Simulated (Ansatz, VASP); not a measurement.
**HfO2 in VASP and in Ansatz**

INCAR

```
PREC     = Accurate       # precision mode
ENCUT    = 520            # plane-wave cutoff, eV
EDIFF    = 1E-6           # SCF threshold, eV
ISMEAR   = 0              # smearing method
SIGMA    = 0.02           # smearing width, eV
LREAL    = F              # projectors in reciprocal space
LASPH    = T              # aspherical terms in the spheres
NELM     = 100            # most SCF steps
ALGO     = Normal         # electronic algorithm
ISIF     = 2              # what is computed and relaxed
LWAVE    = F              # write WAVECAR
LCHARG   = F              # write CHGCAR
GGA      = PE             # functional
NBANDS   = 31             # bands
```

Contents of KPOINTS:

```
regular mesh
0
Gamma
  6 6 4
```

Contents of POSCAR:

```
HfO2
1.0
    3.5580190000      0.0000000000      0.0000000000
    0.0000000000      3.5580190000      0.0000000000
    0.0000000000      0.0000000000      5.0942830850
Hf O
2 4
Direct
    0.5000000000      0.5000000000      0.5000000000
    0.0000000000      0.0000000000      0.0000000000
    0.0000000000      0.5000000000      0.6972080000
    0.5000000000      0.0000000000      0.8027920000
    0.5000000000      0.0000000000      0.3027920000
    0.0000000000      0.5000000000      0.1972080000
```

Input for Ansatz:

```yaml
crystal:
  lattice:
    - [3.558019, 0.0, 0.0]
    - [0.0, 3.558019, 0.0]
    - [0.0, 0.0, 5.094283085]
  atoms:
    - { symbol: Hf, position: [0.5, 0.5, 0.5] }
    - { symbol: Hf, position: [0.0, 0.0, 0.0] }
    - { symbol: O, position: [0.0, 0.5, 0.697208] }
    - { symbol: O, position: [0.5, 0.0, 0.802792] }
    - { symbol: O, position: [0.5, 0.0, 0.302792] }
    - { symbol: O, position: [0.0, 0.5, 0.197208] }
basis:
  ecutwfc: 510.0
kpoints:
  mp_grid:
    grid: [6, 6, 4]
hamiltonian:
  xc: pbe
scf:
  occupations:
    method: gaussian
    width: 0.02
output:
  stress: true
```

Alike in both runs: task single point; functional PBE; k mesh 6 × 6 × 4; occupations gaussian, width 0.02 eV; no spin polarisation.

|  | VASP | Ansatz |
| --- | --- | --- |
| version | VASP 6.6.1 | Ansatz 0.2.0 |
| potentials or method | VASP PAW PBE potentials, release 64 (Hf_pv, O), cutoff 520 eV | plane waves, PAW |
| valence electrons in the cell | 44 | 76 |

|  | VASP | Ansatz | Ansatz less VASP |
| --- | --- | --- | --- |
| pressure (GPa) | 10.4 | 14.0 | +3.60 |
| traceless stress, the component that is largest in VASP (GPa) | 2.82 | 2.67 | -0.157 |

The functional is the same, so the differences come from potentials, cutoffs and numerics. VASP's potentials hold 44 valence electrons a cell and Ansatz's 76, so a difference there can come from the potentials and not from the codes.

Neither program's run includes spin-orbit coupling.
